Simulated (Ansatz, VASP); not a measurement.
## B in VASP and in Ansatz

```
B
1.0
    -0.95792    0.95792    0.95792
     0.95792   -0.95792    0.95792
     0.95792    0.95792   -0.95792
B
1
Direct
  0.00000 0.00000 0.00000
```

Change from the starting cell: volume scaled by 0.58, LAPW.

Alike in both runs: task single point; functional PBEsol; k mesh 25 × 25 × 25; occupations fermi-dirac, width 0.08 eV; no spin polarisation.

|  | VASP | Ansatz |
| --- | --- | --- |
| version | VASP 6.6.1 | Ansatz 0.2.0 |
| potentials or method | VASP PAW PBE potentials, release 64 (B), cutoff 520 eV | all-electron LAPW, scalar-relativistic |

VASP gave:

| Property | Result |
| --- | --- |
| pressure (GPa) | 358.4 |

Task: Estimate Ansatz's values.

Result: Pressure (GPa): 356.1.

VASP's potentials were made for PBE, not for PBEsol. Both programs put the cell under a high pressure, so it lies far from rest at this level. Ansatz ran all-electron here, and VASP with PAW potentials.

Noted on VASP's run: the cell as given lies far from equilibrium.
